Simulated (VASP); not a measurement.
# Cs (P6/mmm) in VASP: a series of runs

Runs on Cs. Level: PBE. Tasks: single point, relaxation of cell and atoms.

Program: VASP 6.6.1. These are calculated values, not measurements. Logs are shortened: lines on timing, memory, paths and dates and some standing lists are left out, and cuts for length are marked.

**1. The cell of the first run**

It takes space group P6/mmm (No. 191, hexagonal). The conventional cell has a = 8.792 Å, b = 8.792 Å, c = 5.260 Å, α = 90.00°, β = 90.00°, γ = 120.00°.

This isn't the form of Cs at room conditions, which is bcc.

**2. Single point, PBE**

INCAR reads:

```
SYSTEM = Cs
PREC = Accurate ; ENCUT = 500
EDIFF = 1E-6 ; ISMEAR = 0
SIGMA = 0.1 ; LREAL = .FALSE.
LASPH = .TRUE. ; NELM = 120
ALGO = Normal ; ISIF = 2
LWAVE = .FALSE. ; LCHARG = .TRUE.
GGA = PE ; LELF = .TRUE.
LVHAR = .TRUE. ; NBANDS = 20
GGA_COMPAT = .FALSE.
```

KPOINTS reads:

```
regular mesh
0
G
  9 9 8
  0 0 0
```

POSCAR reads:

```
Cs
1.0
    8.7916386733      0.0000000000      0.0000000000
   -4.3958193366      7.6137824320      0.0000000000
    0.0000000000      0.0000000000      5.2597194269
Cs
3
Direct
    0.3333333333      0.6666666667      0.5000000000
    0.0000000000      0.0000000000      0.0000000000
    0.6666666667      0.3333333333      0.5000000000
```

Potentials or basis: VASP PAW PBE potentials, release 64 (Cs_sv).

The run is started by

```sh
$ cat potpaw_PBE.64/Cs_sv/POTCAR > POTCAR
$ mpirun -np 1 vasp_std > vasp.out
```

OUTCAR:

```text
SYSTEM = Cs
   PREC = Accurate
   ENCUT = 500
   EDIFF = 1E-6
   ISMEAR = 0
   LREAL = .FALSE.
   LASPH = .TRUE.
   NELM = 120
   ISIF = 2
   GGA = PE

 ion  position               nearest neighbor table
   1  0.333  0.667  0.500-
   2  0.000  0.000  0.000-
   3  0.667  0.333  0.500-

  LATTYP: Found a hexagonal cell.
 ALAT       =     8.7916386733
 C/A-ratio  =     0.5982638303

  Lattice vectors:

 A1 = (   8.7916386733,   0.0000000000,   0.0000000000)
 A2 = (  -4.3958193366,   7.6137824320,   0.0000000000)
 A3 = (   0.0000000000,   0.0000000000,   5.2597194269)

Analysis of symmetry for initial positions (statically):
=====================================================================
 Subroutine PRICEL returns:
 Original cell was already a primitive cell.

 Routine SETGRP: Setting up the symmetry group for a
 hexagonal supercell.

 Subroutine GETGRP returns: Found 24 space group operations
 (whereof 24 operations were pure point group operations)
 out of a pool of 24 trial point group operations.

The static configuration has the point symmetry D_6h.

Analysis of symmetry for dynamics (positions and initial velocities):
=====================================================================
 Subroutine PRICEL returns:
 Original cell was already a primitive cell.

 Routine SETGRP: Setting up the symmetry group for a
 hexagonal supercell.

 Subroutine GETGRP returns: Found 24 space group operations
 (whereof 24 operations were pure point group operations)
 out of a pool of 24 trial point group operations.

The dynamic configuration has the point symmetry D_6h.

 Subroutine INISYM returns: Found 24 space group operations
 (whereof 24 operations are pure point group operations),
 and found     1 'primitive' translations

----------------------------------------------------------------------------------------

                                     Primitive cell

  volume of cell :     352.0731

  direct lattice vectors                    reciprocal lattice vectors
     8.791638673  0.000000000  0.000000000     0.113744438  0.065670382  0.000000000
    -4.395819337  7.613782432  0.000000000     0.000000000  0.131340764  0.000000000
     0.000000000  0.000000000  5.259719427     0.000000000  0.000000000  0.190124210

  length of vectors
     8.791638673  8.791638673  5.259719427     0.131340764  0.131340764  0.190124210

  position of ions in fractional coordinates (direct lattice)
     0.333333333  0.666666667  0.500000000
     0.000000000  0.000000000  0.000000000
     0.666666667  0.333333333  0.500000000

  ion indices of the primitive-cell ions
   primitive index   ion index
                 1           1
                 2           2
                 3           3

----------------------------------------------------------------------------------------

 KPOINTS: regular mesh

Automatic generation of k-mesh.
 Grid dimensions read from file:
 generate k-points for:    9    9    8

 Generating k-lattice:

  Cartesian coordinates                     Fractional coordinates (reciprocal lattice)
     0.012638271  0.007296709  0.000000000     0.111111111  0.000000000  0.000000000
     0.000000000  0.014593418  0.000000000     0.000000000  0.111111111  0.000000000
     0.000000000  0.000000000  0.023765526     0.000000000  0.000000000  0.125000000

  Length of vectors
     0.014593418  0.014593418  0.023765526

  Shift w.r.t. Gamma in fractional coordinates (k-lattice)
     0.000000000  0.000000000  0.000000000

 Subroutine IBZKPT returns following result:
 ===========================================

 Found     60 irreducible k-points:

 Following reciprocal coordinates:
            Coordinates               Weight
  0.000000  0.000000  0.000000      1.000000
  0.111111 -0.000000  0.000000      6.000000
  0.222222 -0.000000  0.000000      6.000000
  0.333333 -0.000000  0.000000      6.000000
  0.444444 -0.000000  0.000000      6.000000
  0.111111  0.111111  0.000000      6.000000
[... 16 lines left out ...]
  0.333333  0.222222  0.125000     24.000000
  0.333333  0.333333  0.125000      4.000000
 [... further k-points ...]
   k-points           NKPTS =     60   k-points in BZ     NKDIM =     60   number of bands    NBANDS=     20
   number of dos      NEDOS =    301   number of ions     NIONS =      3
   total plane-waves  NPLWV = 163840
   dimension x,y,z NGX =    64 NGY =   64 NGZ =   40
   dimension x,y,z NGXF=   128 NGYF=  128 NGZF=   80
   ions per type =               3
   NGX,Y,Z   is equivalent  to a cutoff of  12.10, 12.10, 12.64 a.u.
   NGXF,Y,Z  is equivalent  to a cutoff of  24.20, 24.20, 25.29 a.u.
 SYSTEM =  Cs
   PREC   = accura    normal or accurate (medium, high low for compatibility)
   ISTART =      0    job   : 0-new  1-cont  2-samecut
   ICHARG =      2    charge: 1-file 2-atom 10-const
   ISPIN  =      1    spin polarized calculation?
   LNONCOLLINEAR =      F non collinear calculations
   LSORBIT =      F    spin-orbit coupling
   LASPH  =      T    aspherical Exc in radial PAW
   ENCUT  =  500.0 eV  36.75 Ry    6.06 a.u.  16.03 16.03  9.59*2*pi/ulx,y,z
   NELM   =    120;   NELMIN=  2; NELMDL= -5     # of ELM steps
   EDIFF  = 0.1E-05   stopping-criterion for ELM
   LREAL  =      F    real-space projection
   EDIFFG = 0.1E-04   stopping-criterion for IOM
   NSW    =      0    number of steps for IOM
   IBRION =     -1    ionic relax: 0-MD 1-quasi-New 2-CG
   NFREE  =      0    steps in history (QN), initial steepest desc. (CG)
   ISIF   =      2    stress and relaxation
   ISYM   =      2    0-nonsym 1-usesym 2-fastsym
   POTIM  = 0.5000    time-step for ionic-motion
   TEBEG  =    0.0;   TEEND  =   0.0 temperature during run
   PSTRESS=    0.0 pullay stress
   NELECT =      27.0000    total number of electrons
   NUPDOWN=      -1.0000    fix difference up-down
   EMIN   =  10.00;   EMAX   =-10.00  energy-range for DOS
   EFERMI =   0.00;   METHOD = LEGACY
   ISMEAR =     0;   SIGMA  =   0.10  broadening in eV -4-tet -1-fermi 0-gaus
   EFERMI_NEDOS =   21; number of points for ismear=-14 and -15
   IALGO  =     38    algorithm
   IMIX   =      4    mixing-type and parameters
     AMIX     =   0.40;   BMIX     =  1.00
     AMIX_MAG =   1.60;   BMIX_MAG =  1.00
  volume/ion in A,a.u.               =     117.36       791.97
  Fermi-wavevector in a.u.,A,eV,Ry     =   0.695534  1.314369  6.582060  0.483768
  Thomas-Fermi vector in A             =   1.778333
   LORBIT       =      0    0 simple, 1 ext, 2 COOP (PROOUT), +10 PAW based schemes
   GGA     = PE    functional components
   LHFCALC =     F    Hartree Fock is set to
   AEXX    =    0.0000 exact exchange contribution
   IVDW    =     0    specifies the selected vdW correction
   LEPSILON=     F    determine dielectric tensor
   LRPA    =     F    only Hartree local field effects (RPA)
 non-spin polarized calculation
 Gauss-broadening in eV      SIGMA  =   0.10
  energy-cutoff  :      500.00
  volume of cell :      352.07
 maximum number of plane-waves:      8968
   NGX = 33   NGY = 33   NGZ = 19

 number of electron      26.9999996 magnetization

 Free energy of the ion-electron system (eV)
  ---------------------------------------------------
  ext. energy  EPLUGINS =         0.00000000
  ---------------------------------------------------
  free energy    TOTEN  =        -2.53549049 eV

  energy without entropy =       -2.51555500  energy(sigma->0) =       -2.52552275

 E-fermi :   0.4220     XC(G=0):  -5.3548

 val. band max:        0.4070007330   @ k =   0.2222   0.1111   0.1250
 cond. band min:       0.4338500684   @ k =   0.4444   0.1111   0.1250
 fundamental gap:      0.0268493354
 Fermi energy:         0.4219972707

 k-point     1 :       0.0000    0.0000    0.0000
  band No.  band energies     occupation
      1     -23.4988      2.00000
      2     -23.4905      2.00000
      3     -23.4162      2.00000
      4     -10.3536      2.00000
      5     -10.3536      2.00000
      6     -10.2768      2.00000
[... 12 lines left out ...]
     19       1.3997      0.00000
     20       2.5773      0.00000

 k-point     2 :       0.1111   -0.0000    0.0000
  band No.  band energies     occupation
      1     -23.4986      2.00000
      2     -23.4907      2.00000
      3     -23.4162      2.00000
      4     -10.3560      2.00000
      5     -10.3529      2.00000
      6     -10.2742      2.00000
[... 12 lines left out ...]
     19       1.6985      0.00000
     20       2.6007      0.00000

 k-point     3 :       0.2222   -0.0000    0.0000
  band No.  band energies     occupation
      1     -23.4980      2.00000
      2     -23.4913      2.00000
      3     -23.4162      2.00000
      4     -10.3615      2.00000
      5     -10.3494      2.00000
      6     -10.2707      2.00000
[... 12 lines left out ...]
     19       1.9888      0.00000
     20       2.5966      0.00000

 k-point     4 :       0.3333   -0.0000    0.0000
  band No.  band energies     occupation
      1     -23.4970      2.00000
      2     -23.4923      2.00000
      3     -23.4162      2.00000
      4     -10.3669      2.00000
      5     -10.3416      2.00000
      6     -10.2748      2.00000
[... 12 lines left out ...]
     19       2.1581      0.00000
     20       2.4342      0.00000

 k-point     5 :       0.4444   -0.0000    0.0000
  band No.  band energies     occupation
      1     -23.4962      2.00000
      2     -23.4931      2.00000
      3     -23.4162      2.00000
      4     -10.3702      2.00000
      5     -10.3322      2.00000
      6     -10.2849      2.00000
[... 12 lines left out ...]
     19       2.1352      0.00000
     20       2.1579      0.00000

 k-point     6 :       0.1111    0.1111    0.0000
  band No.  band energies     occupation
      1     -23.4982      2.00000
      2     -23.4911      2.00000
      3     -23.4162      2.00000
      4     -10.3595      2.00000
      5     -10.3512      2.00000
      6     -10.2715      2.00000
[... 12 lines left out ...]
     19       1.9217      0.00000
     20       2.6064      0.00000

 k-point     7 :       0.2222    0.1111    0.0000
  band No.  band energies     occupation
      1     -23.4974      2.00000
      2     -23.4919      2.00000
      3     -23.4162      2.00000
      4     -10.3640      2.00000
      5     -10.3459      2.00000
      6     -10.2731      2.00000
[... 12 lines left out ...]
     19       2.1200      0.00000
     20       2.5011      0.00000
[... 277 lines left out ...]
 k-point    20 :       0.3333    0.1111    0.1250
  band No.  band energies     occupation
      1     -23.4959      2.00000
      2     -23.4924      2.00000
      3     -23.4157      2.00000
      4     -10.3653      2.00000
      5     -10.3344      2.00000
      6     -10.2825      2.00000
[... 12 lines left out ...]
     19       2.2360      0.00000
     20       2.2882      0.00000

 k-point    21 :       0.4444    0.1111    0.1250
  band No.  band energies     occupation
      1     -23.4954      2.00000
      2     -23.4929      2.00000
      3     -23.4157      2.00000
      4     -10.3666      2.00000
      5     -10.3283      2.00000
      6     -10.2899      2.00000
[... 12 lines left out ...]
     19       2.1009      0.00000
     20       2.1425      0.00000

 k-point    22 :       0.2222    0.2222    0.1250
  band No.  band energies     occupation
      1     -23.4960      2.00000
      2     -23.4923      2.00000
      3     -23.4157      2.00000
      4     -10.3637      2.00000
      5     -10.3362      2.00000
      6     -10.2829      2.00000
[... 12 lines left out ...]
     19       2.2583      0.00000
     20       2.3108      0.00000

 k-point    23 :       0.3333    0.2222    0.1250
  band No.  band energies     occupation
      1     -23.4951      2.00000
      2     -23.4932      2.00000
      3     -23.4157      2.00000
      4     -10.3648      2.00000
      5     -10.3259      2.00000
      6     -10.2970      2.00000
[... 12 lines left out ...]
     19       2.0792      0.00000
     20       2.2509      0.00000

 k-point    24 :       0.3333    0.3333    0.1250
  band No.  band energies     occupation
      1     -23.4942      2.00000
      2     -23.4942      2.00000
      3     -23.4157      2.00000
      4     -10.3644      2.00000
      5     -10.3129      2.00000
      6     -10.3129      2.00000
[... 12 lines left out ...]
     19       2.2064      0.00000
     20       2.2090      0.00000

 [... further k-points ...]

------------------------ aborting loop because EDIFF is reached ----------------------------------------

  FORCE on cell =-STRESS in cart. coord.  units (eV):
  Direction    XX          YY          ZZ          XY          YZ          ZX
  --------------------------------------------------------------------------------------
  -------------------------------------------------------------------------------------
  Total        0.0164882      0.0164882     -0.0088597      0.0000000     -0.0000000     -0.0000000
  in kB        0.0750328      0.0750328     -0.0403177      0.0000000     -0.0000000     -0.0000000
  external PRESSURE =       0.0365826 kB  Pullay stress =       0.0000000 kB

 VOLUME and BASIS-vectors are now :
 -----------------------------------------------------------------------------
  energy-cutoff  :      500.00
  volume of cell :      352.07
      direct lattice vectors                 reciprocal lattice vectors
     8.791638673  0.000000000  0.000000000     0.113744438  0.065670382  0.000000000
    -4.395819337  7.613782432  0.000000000     0.000000000  0.131340764  0.000000000
     0.000000000  0.000000000  5.259719427     0.000000000  0.000000000  0.190124210

 POSITION                                       TOTAL-FORCE (eV/Angst)
 -----------------------------------------------------------------------------------
     -0.00000      5.07585      2.62986         0.000000      0.000000     -0.000000
      0.00000      0.00000      0.00000        -0.000000     -0.000000     -0.000000
      4.39582      2.53793      2.62986         0.000000     -0.000000      0.000000
 -----------------------------------------------------------------------------------
    total drift:                                0.000000     -0.000000      0.000000

  FREE ENERGIE OF THE ION-ELECTRON SYSTEM (eV)
  ---------------------------------------------------
  free  energy   TOTEN  =        -2.5354904919 eV

  energy  without entropy=       -2.5155550037  energy(sigma->0) =       -2.52552275
```

It took 2.4 min on 1 thread of Intel Xeon 6975P-C (Granite Rapids), shared host; peak memory 0.56 GiB.

Results:

- Free energy: -2.5355 eV
- Pressure: 0.0 GPa
- Band gap on the k mesh: zero (an odd number of electrons rules out a gap without spin polarisation)

Caveat: spin-orbit coupling is left out, which moves the levels of the heavy elements.

**3. Relaxation of cell and atoms, PBE**

This run uses another cell than the first one, of 118.10 Å³/atom.

INCAR reads:

```
SYSTEM = Cs
  ALGO = Normal
  EDIFF = 1E-7
  EDIFFG = -0.01
  ENCUT = 500
  GGA = PE
  GGA_COMPAT = .FALSE.
  IBRION = 2
  ISIF = 3
  ISMEAR = 0
  LASPH = .TRUE.
  LCHARG = .FALSE.
  LREAL = .FALSE.
  LWAVE = .FALSE.
  NELM = 120
  NELMIN = 4
  NSW = 100
  PREC = Accurate
  SIGMA = 0.1
```

KPOINTS reads:

```
k-points
0
G
  9 9 8
  0 0 0
```

POSCAR reads:

```
Cs
1.0
    7.8293200967      0.0000000000      0.0000000000
   -3.9146600483      6.7803900980      0.0000000000
    0.0000000000      0.0000000000      6.6738888299
Cs
3
Direct
    0.3333333333      0.6666666667      0.5000000000
    0.0000000000      0.0000000000      0.0000000000
    0.6666666667      0.3333333333      0.5000000000
```

Potentials or basis: VASP PAW PBE potentials, release 64 (Cs_sv).

The run is started by

```sh
$ cat potpaw_PBE.64/Cs_sv/POTCAR > POTCAR
$ mpirun -np 1 vasp_std > vasp.out
```

Run time: 24 min. Hardware: 1 thread of Intel Xeon 6975P-C (Granite Rapids), shared host; peak memory 0.6 GiB.

It converged, with:

- Free energy: -2.5341 eV
- Relaxed volume: 118.14 Å³/atom
- Relaxed cell: a = 8.812 Å, b = 8.812 Å, c = 5.270 Å, α = 90.00°, β = 90.00°, γ = 120.00°
- Space group after relaxing (to 0.1 Å): P6/mmm (No. 191)
- Energy gained by relaxing: 72.4 meV/atom
- Ionic steps: 12
- Pressure after relaxing: 0.0 GPa
- Band gap on the k mesh: zero (an odd number of electrons rules out a gap without spin polarisation)

Step by step:
| step | energy change (eV) | largest force (eV/Å) | pressure (GPa) | volume (Å³) |
| --- | --- | --- | --- | --- |
| 1 | 0.0000 | 0.0000 | 0.13 | 354.29 |
| 2 | -0.0273 | 0.0000 | 0.09 | 359.24 |
| 3 | -0.0957 | 0.0000 | -0.02 | 373.50 |
| 4 | -0.1669 | 0.0000 | -0.17 | 399.00 |
| 5 | -0.1700 | 0.0000 | -0.19 | 402.48 |
| 6 | -0.2016 | 0.0000 | -0.13 | 382.42 |
| 7 | -0.2139 | 0.0000 | -0.07 | 366.54 |
| 8 | -0.2148 | 0.0000 | -0.05 | 360.56 |
| 9 | -0.2148 | 0.0000 | -0.04 | 361.40 |
| 10 | -0.2148 | 0.0000 | -0.05 | 362.23 |
| 11 | -0.2168 | 0.0000 | -0.03 | 357.18 |
| 12 | -0.2172 | 0.0000 | -0.01 | 354.41 |

Final structure:
```cif
data_structure
_symmetry_space_group_name_H-M 'P 1'
_symmetry_Int_Tables_number 1
_cell_length_a 8.8121
_cell_length_b 8.8121
_cell_length_c 5.2701
_cell_angle_alpha 90.000
_cell_angle_beta 90.000
_cell_angle_gamma 120.000
_cell_volume 354.41
loop_
_atom_site_label
_atom_site_type_symbol
_atom_site_fract_x
_atom_site_fract_y
_atom_site_fract_z
_atom_site_occupancy
Cs1 Cs 0.33333 0.66667 0.50000 1
Cs2 Cs 0.00000 0.00000 0.00000 1
Cs3 Cs 0.66667 0.33333 0.50000 1
```

Levels at points of the mesh, in eV from the Fermi level:
```
           k point  band 11  band 12  band 13  band 14  band 15  band 16
(0.00, 0.00, 0.00)   -10.63   -10.60    -1.67     0.68     0.84     0.84
(0.00, 0.00, 0.50)   -10.64   -10.64    -0.21     0.03     0.75     0.75
```

Caveat: a cell axis changed by over 15 % at a fixed basis, so the end point is rough; spin-orbit coupling is left out, which moves the levels of the heavy elements.

The gap in the log of VASP goes by the Fermi energy; the results here count the filled bands.